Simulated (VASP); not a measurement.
# B3N2 (P-62m) in VASP: further runs

B3N2 is run at these levels: PBE; tasks: relaxation of cell and atoms.

All numbers are computed with VASP 6.6.1; they aren't measurements. Logs are shortened: lines on timing, memory, paths and dates and some standing lists are left out, and cuts for length are marked.

## (1) The cell of the first run

It takes space group P-62m (No. 189, hexagonal). Conventional cell: a = 3.448 Å, b = 3.448 Å, c = 4.401 Å, α = 90.00°, β = 90.00°, γ = 120.00°. Within 2.1 Å of B (site symmetry m2m) lie 2 N at 1.55 Å and 6 B at 1.98 to 2.01 Å. N (site symmetry 3m) has 3 B at 1.55 Å and 1 N at 2.07 Å within 2.1 Å.

The cell was built from a structure type or drawn by symmetry, and may not be a known phase.

## (2) Relaxation of cell and atoms, PBE

INCAR

```
PREC = Accurate
ENCUT = 600
EDIFF = 1E-6
ISMEAR = 0
SIGMA = 0.1
LREAL = F
LASPH = T
NELM = 100
ALGO = Normal
ISIF = 3
LWAVE = F
LCHARG = F
GGA = PE
IBRION = 2
NSW = 100
EDIFFG = -0.01
```

KPOINTS

```
regular mesh
0
Gamma
  12 12 8
```

POSCAR

```
B3N2
1.0
    3.4477206273      0.0000000000      0.0000000000
   -1.7238603136      2.9858136484      0.0000000000
    0.0000000000      0.0000000000      4.4012131937
B N
3 2
Direct
    0.3358509262      0.0000000000      0.0000000000
    0.0000000000      0.3358509262      0.0000000000
    0.6641490738      0.6641490738      0.0000000000
    0.0000000000      0.0000000000      0.7651521541
    0.0000000000      0.0000000000      0.2348478459
```

Potentials or basis: VASP PAW PBE potentials, release 64 (B, N).

Started as:

```bash
$ cat potpaw_PBE.64/B/POTCAR potpaw_PBE.64/N/POTCAR > POTCAR
$ mpirun -np 1 vasp_std > vasp.out
```

OUTCAR:

```text
PREC = Accurate
   ENCUT = 600
   EDIFF = 1E-6
   ISMEAR = 0
   LREAL = F
   LASPH = T
   NELM = 100
   ISIF = 3
   GGA = PE
   IBRION = 2
   NSW = 100
   EDIFFG = -0.01

 ion  position               nearest neighbor table
   1  0.336  0.000  0.000-   4 1.55   5 1.55   3 1.98   3 1.98   2 1.98   2 1.98   2 2.01   3 2.01

   2  0.000  0.336  0.000-   4 1.55   5 1.55   3 1.98   1 1.98   3 1.98   1 1.98   1 2.01   3 2.01

   3  0.664  0.664  0.000-   4 1.55   5 1.55   1 1.98   2 1.98   1 1.98   2 1.98   2 2.01   1 2.01

   4  0.000  0.000  0.765-   2 1.55   1 1.55   3 1.55
   5  0.000  0.000  0.235-   2 1.55   1 1.55   3 1.55

  LATTYP: Found a hexagonal cell.
 ALAT       =     3.4477206273
 C/A-ratio  =     1.2765573750

  Lattice vectors:

 A1 = (   3.4477206273,   0.0000000000,   0.0000000000)
 A2 = (  -1.7238603136,   2.9858136484,   0.0000000000)
 A3 = (   0.0000000000,   0.0000000000,   4.4012131937)

Analysis of symmetry for initial positions (statically):
=====================================================================
 Subroutine PRICEL returns:
 Original cell was already a primitive cell.

 Routine SETGRP: Setting up the symmetry group for a
 hexagonal supercell.

 Subroutine GETGRP returns: Found 12 space group operations
 (whereof 12 operations were pure point group operations)
 out of a pool of 24 trial point group operations.

The static configuration has the point symmetry D_3h.

Analysis of symmetry for dynamics (positions and initial velocities):
=====================================================================
 Subroutine PRICEL returns:
 Original cell was already a primitive cell.

 Routine SETGRP: Setting up the symmetry group for a
 hexagonal supercell.

 Subroutine GETGRP returns: Found 12 space group operations
 (whereof 12 operations were pure point group operations)
 out of a pool of 24 trial point group operations.

The dynamic configuration has the point symmetry D_3h.

 Subroutine INISYM returns: Found 12 space group operations
 (whereof 12 operations are pure point group operations),
 and found     1 'primitive' translations

----------------------------------------------------------------------------------------

                                     Primitive cell

  volume of cell :      45.3072

  direct lattice vectors                    reciprocal lattice vectors
     3.447720627  0.000000000  0.000000000     0.290046703  0.167458542  0.000000000
    -1.723860314  2.985813648  0.000000000     0.000000000  0.334917084  0.000000000
     0.000000000  0.000000000  4.401213194     0.000000000  0.000000000  0.227210080

  length of vectors
     3.447720627  3.447720627  4.401213194     0.334917084  0.334917084  0.227210080

  position of ions in fractional coordinates (direct lattice)
     0.335850926  0.000000000  0.000000000
     0.000000000  0.335850926  0.000000000
     0.664149074  0.664149074  0.000000000
     0.000000000  0.000000000  0.765152154
     0.000000000  0.000000000  0.234847846

  ion indices of the primitive-cell ions
   primitive index   ion index
                 1           1
                 2           2
                 3           3
                 4           4
                 5           5

----------------------------------------------------------------------------------------

 KPOINTS: regular mesh

Automatic generation of k-mesh.
 Grid dimensions read from file:
 generate k-points for:   12   12    8

 Generating k-lattice:

  Cartesian coordinates                     Fractional coordinates (reciprocal lattice)
     0.024170559  0.013954878  0.000000000     0.083333333  0.000000000  0.000000000
     0.000000000  0.027909757  0.000000000     0.000000000  0.083333333  0.000000000
     0.000000000  0.000000000  0.028401260     0.000000000  0.000000000  0.125000000

  Length of vectors
     0.027909757  0.027909757  0.028401260

  Shift w.r.t. Gamma in fractional coordinates (k-lattice)
     0.000000000  0.000000000  0.000000000

 Subroutine IBZKPT returns following result:
 ===========================================

 Found     95 irreducible k-points:

 Following reciprocal coordinates:
            Coordinates               Weight
  0.000000  0.000000  0.000000      1.000000
  0.083333  0.000000  0.000000      6.000000
  0.166667 -0.000000  0.000000      6.000000
  0.250000  0.000000  0.000000      6.000000
  0.333333  0.000000  0.000000      6.000000
  0.416667  0.000000  0.000000      6.000000
[... 16 lines left out ...]
  0.250000  0.000000  0.125000     12.000000
  0.333333  0.000000  0.125000     12.000000
 [... further k-points ...]
   k-points           NKPTS =     95   k-points in BZ     NKDIM =     95   number of bands    NBANDS=     13
   number of dos      NEDOS =    301   number of ions     NIONS =      5
   total plane-waves  NPLWV =  28224
   dimension x,y,z NGX =    28 NGY =   28 NGZ =   36
   dimension x,y,z NGXF=    56 NGYF=   56 NGZF=   72
   ions per type =               3   2
   NGX,Y,Z   is equivalent  to a cutoff of  13.50, 13.50, 13.60 a.u.
   NGXF,Y,Z  is equivalent  to a cutoff of  27.00, 27.00, 27.20 a.u.
 SYSTEM =  unknown system
   PREC   = accura    normal or accurate (medium, high low for compatibility)
   ISTART =      0    job   : 0-new  1-cont  2-samecut
   ICHARG =      2    charge: 1-file 2-atom 10-const
   ISPIN  =      1    spin polarized calculation?
   LNONCOLLINEAR =      F non collinear calculations
   LSORBIT =      F    spin-orbit coupling
   LASPH  =      T    aspherical Exc in radial PAW
   ENCUT  =  600.0 eV  44.10 Ry    6.64 a.u.   6.89  6.89  8.79*2*pi/ulx,y,z
   NELM   =    100;   NELMIN=  2; NELMDL= -5     # of ELM steps
   EDIFF  = 0.1E-05   stopping-criterion for ELM
   LREAL  =      F    real-space projection
   EDIFFG = -.1E-01   stopping-criterion for IOM
   NSW    =    100    number of steps for IOM
   IBRION =      2    ionic relax: 0-MD 1-quasi-New 2-CG
   NFREE  =      1    steps in history (QN), initial steepest desc. (CG)
   ISIF   =      3    stress and relaxation
   ISYM   =      2    0-nonsym 1-usesym 2-fastsym
   POTIM  = 0.5000    time-step for ionic-motion
   TEBEG  =    0.0;   TEEND  =   0.0 temperature during run
   PSTRESS=    0.0 pullay stress
   NELECT =      19.0000    total number of electrons
   NUPDOWN=      -1.0000    fix difference up-down
   EMIN   =  10.00;   EMAX   =-10.00  energy-range for DOS
   EFERMI =   0.00;   METHOD = LEGACY
   ISMEAR =     0;   SIGMA  =   0.10  broadening in eV -4-tet -1-fermi 0-gaus
   EFERMI_NEDOS =   21; number of points for ismear=-14 and -15
   IALGO  =     38    algorithm
   IMIX   =      4    mixing-type and parameters
     AMIX     =   0.40;   BMIX     =  1.00
     AMIX_MAG =   1.60;   BMIX_MAG =  1.00
  volume/ion in A,a.u.               =       9.06        61.15
  Fermi-wavevector in a.u.,A,eV,Ry     =   1.225379  2.315630 20.429866  1.501553
  Thomas-Fermi vector in A             =   2.360419
   LORBIT       =      0    0 simple, 1 ext, 2 COOP (PROOUT), +10 PAW based schemes
   GGA     = PE    functional components
   LHFCALC =     F    Hartree Fock is set to
   AEXX    =    0.0000 exact exchange contribution
   IVDW    =     0    specifies the selected vdW correction
   LEPSILON=     F    determine dielectric tensor
   LRPA    =     F    only Hartree local field effects (RPA)
 conjugate gradient relaxation of ions
 non-spin polarized calculation
 Gauss-broadening in eV      SIGMA  =   0.10
  energy-cutoff  :      600.00
  volume of cell :       45.31
 maximum number of plane-waves:      1526
 NGX is ok and might be reduce to    28
   NGX = 13   NGY = 13   NGZ = 17

--------------------------------------- Ionic step        1  -------------------------------------------

 number of electron      19.0000001 magnetization

 Free energy of the ion-electron system (eV)
  ---------------------------------------------------
  ext. energy  EPLUGINS =         0.00000000
  ---------------------------------------------------
  free energy    TOTEN  =       -33.87329657 eV

  energy without entropy =      -33.86394828  energy(sigma->0) =      -33.86862243

------------------------ aborting loop because EDIFF is reached ----------------------------------------

  FORCE on cell =-STRESS in cart. coord.  units (eV):
  Direction    XX          YY          ZZ          XY          YZ          ZX
  --------------------------------------------------------------------------------------
  -------------------------------------------------------------------------------------
  Total       -0.0026885     -0.0026885     -0.5177871     -0.0000000      0.0000000      0.0000000
  in kB       -0.0950723     -0.0950723    -18.3102637     -0.0000000      0.0000000      0.0000000
  external PRESSURE =      -6.1668027 kB  Pullay stress =       0.0000000 kB
[... 258 lines left out ...]
  energy  without entropy=      -33.8757106978  energy(sigma->0) =      -33.88066372

--------------------------------------- Ionic step        8  -------------------------------------------

 number of electron      19.0000003 magnetization

 Free energy of the ion-electron system (eV)
  ---------------------------------------------------
  ext. energy  EPLUGINS =         0.00000000
  ---------------------------------------------------
  free energy    TOTEN  =       -33.88567309 eV

  energy without entropy =      -33.87577744  energy(sigma->0) =      -33.88072526

 E-fermi :   4.2571     XC(G=0): -10.2442

 val. band max:        4.2505009835   @ k =   0.3333   0.0000   0.2500
 cond. band min:       4.2749401480   @ k =   0.2500   0.1667   0.2500
 fundamental gap:      0.0244391646
 Fermi energy:         4.2570776135

 k-point     1 :       0.0000    0.0000    0.0000
  band No.  band energies     occupation
      1     -16.5622      2.00000
      2     -10.6128      2.00000
      3      -3.6803      2.00000
      4      -3.2860      2.00000
      5      -3.0672      2.00000
      6      -3.0672      2.00000
      7       0.9025      2.00000
      8       0.9025      2.00000
      9       2.1786      2.00000
     10       4.3980      0.04621
     11       4.3980      0.04621
     12       5.5078      0.00000
     13       7.9942      0.00000
[... 353 lines left out ...]
 k-point    24 :       0.3333    0.0000    0.1250
  band No.  band energies     occupation
      1     -16.1045      2.00000
      2     -10.2645      2.00000
      3      -7.1966      2.00000
      4      -4.0354      2.00000
      5      -2.6751      2.00000
      6      -1.2267      2.00000
      7      -1.1553      2.00000
      8       0.3714      2.00000
      9       2.2129      2.00000
     10       5.3427      0.00000
     11       6.6123      0.00000
     12       9.6903      0.00000
     13      10.2832      0.00000

 [... further k-points ...]

------------------------ aborting loop because EDIFF is reached ----------------------------------------

  FORCE on cell =-STRESS in cart. coord.  units (eV):
  Direction    XX          YY          ZZ          XY          YZ          ZX
  --------------------------------------------------------------------------------------
  -------------------------------------------------------------------------------------
  Total        0.0282117      0.0282117      0.0036238      0.0000000      0.0000000      0.0000000
  in kB        1.0216677      1.0216677      0.1312345      0.0000000      0.0000000      0.0000000
  external PRESSURE =       0.7248566 kB  Pullay stress =       0.0000000 kB
[... 20 lines left out ...]
  FREE ENERGIE OF THE ION-ELECTRON SYSTEM (eV)
  ---------------------------------------------------
  free  energy   TOTEN  =       -33.8856730902 eV

  energy  without entropy=      -33.8757774361  energy(sigma->0) =      -33.88072526

 reached required accuracy - stopping structural energy minimisation
```

It took 2.6 min on 1 thread of Intel Xeon Platinum 8559C (Emerald Rapids), shared host; peak memory 0.2 GiB.

Results:

- Free energy: -33.8857 eV
- Relaxed volume: 8.85 Å³/atom
- Relaxed cell: a = 3.444 Å, b = 3.444 Å, c = 4.307 Å, α = 90.00°, β = 90.00°, γ = 120.00°
- Space group after relaxing (to 0.1 Å): P-62m (No. 189)
- Energy gained by relaxing: 2.5 meV/atom
- Ionic steps: 8
- Pressure after relaxing: 0.1 GPa
- Largest force after relaxing: 0.006 eV/Å
- Band gap on the k mesh: zero (an odd number of electrons rules out a gap without spin polarisation)

Forces on the atoms (eV/Å):
```
B   -0.001  0.000  0.000
B    0.001 -0.001  0.000
B    0.001  0.001  0.000
N    0.000  0.000 -0.006
N    0.000  0.000  0.006
```

Stress tensor (GPa, compression positive):
```
0.10 0.00 0.00
0.00 0.10 0.00
0.00 0.00 0.01
```

The path:
```tsv
step	energy change (eV)	largest force (eV/Å)	pressure (GPa)	volume (Å³)
1	0.0000	0.2215	-0.62	45.31
2	-0.0054	0.0579	-1.32	45.08
3	-0.0070	0.2435	-1.91	44.87
4	-0.0090	0.2021	-1.50	44.72
5	-0.0122	0.0794	-0.18	44.25
6	-0.0122	0.0624	0.02	44.19
7	-0.0123	0.0364	0.04	44.21
8	-0.0124	0.0055	0.07	44.24
```

Final structure:
```
B N
1.0
     3.44399    0.00000    0.00000
    -1.72200    2.98258    0.00000
     0.00000    0.00000    4.30700
B N
3 2
Direct
  0.33548 0.00000 0.00000
  0.00000 0.33548 0.00000
  0.66452 0.66452 0.00000
  0.00000 0.00000 0.75899
  0.00000 0.00000 0.24101
```

## (3) Relaxation of cell and atoms, PBE

This run uses another cell than the first one, of 8.88 Å³/atom.

INCAR

```
PREC = Accurate
ENCUT = 600
EDIFF = 1E-6
ISMEAR = 0
SIGMA = 0.1
LREAL = False
LASPH = True
NELM = 100
ALGO = Normal
ISIF = 3
LWAVE = False
LCHARG = False
GGA = PE
IBRION = 2
NSW = 100
EDIFFG = -0.01
```

KPOINTS

```
regular mesh
0
Gamma
  12 12 10
```

POSCAR

```
B3N2
1.0
    3.4471569832      0.0000000000      0.0000000000
   -1.7235784916      2.9853255183      0.0000000000
    0.0000000000      0.0000000000      4.3130874693
B N
3 2
Direct
    0.3348528644      0.0000000000      0.0000000000
    0.0000000000      0.3348528644      0.0000000000
    0.6651471356      0.6651471356      0.0000000000
    0.0000000000      0.0000000000      0.7596731720
    0.0000000000      0.0000000000      0.2403268280
```

Potentials or basis: VASP PAW PBE potentials, release 64 (B, N).

Started as:

```bash
$ cat potpaw_PBE.64/B/POTCAR potpaw_PBE.64/N/POTCAR > POTCAR
$ mpirun -np 1 vasp_std > vasp.out
```

It took 86 s on 1 thread of Intel Xeon Platinum 8559C (Emerald Rapids), shared host; peak memory 0.21 GiB.

It converged, with:

| Property | Result |
| --- | --- |
| Free energy | -33.9375 eV |
| Relaxed volume | 8.80 Å³/atom |
| Relaxed cell | a = 3.444 Å, b = 3.444 Å, c = 4.284 Å, α = 90.00°, β = 90.00°, γ = 120.00° |
| Space group after relaxing (to 0.1 Å) | P-62m (No. 189) |
| Energy gained by relaxing | 0.4 meV/atom |
| Ionic steps | 5 |
| Pressure after relaxing | 0.0 GPa |
| Largest force after relaxing | 0.010 eV/Å |
| Band gap on the k mesh | zero (an odd number of electrons rules out a gap without spin polarisation) |

Forces in eV/Å, atoms in the order of the input:
```
B   -0.010  0.000  0.000
B    0.005 -0.008  0.000
B    0.005  0.008  0.000
N    0.000  0.000 -0.002
N    0.000  0.000  0.002
```

Stress tensor (GPa, compression positive):
```
 0.10  0.00  0.00
 0.00  0.10  0.00
 0.00  0.00 -0.07
```

Step by step:
| step | energy change (eV) | largest force (eV/Å) | pressure (GPa) | volume (Å³) |
| --- | --- | --- | --- | --- |
| 1 | 0.0000 | 0.1404 | -0.11 | 44.39 |
| 2 | -0.0004 | 0.1240 | -1.18 | 44.35 |
| 3 | -0.0007 | 0.0335 | -0.76 | 44.36 |
| 4 | -0.0016 | 0.0215 | -0.36 | 44.18 |
| 5 | -0.0020 | 0.0096 | 0.04 | 44.00 |

Final structure:
```xyz
5
Lattice="3.4438 0.0000 0.0000 -1.7219 2.9824 0.0000 0.0000 0.0000 4.2837" Properties=species:S:1:pos:R:3 pbc="T T T"
B     1.1543    0.0000    0.0000
B    -0.5771    0.9996    0.0000
B     1.1448    1.9828    0.0000
N     0.0000    0.0000    3.2446
N     0.0000    0.0000    1.0391
```

Levels at points of the mesh, in eV from the Fermi level:
```tsv
k point	band 5	band 6	band 7	band 8	band 9	band 10	band 11	band 12	band 13
(0.00, 0.00, 0.00)	-7.19	-7.19	-3.21	-3.21	-1.93	0.26	0.26	1.48	3.90
(0.50, 0.00, 0.00)	-7.13	-5.79	-5.61	-3.81	-1.07	1.80	4.01	5.80	6.67
(0.00, 0.00, 0.50)	-6.99	-3.71	-3.71	-3.35	-2.98	-1.90	0.47	0.47	2.58
(0.50, 0.00, 0.50)	-6.51	-5.42	-4.35	-3.25	-2.54	-0.58	4.29	4.66	7.81
```
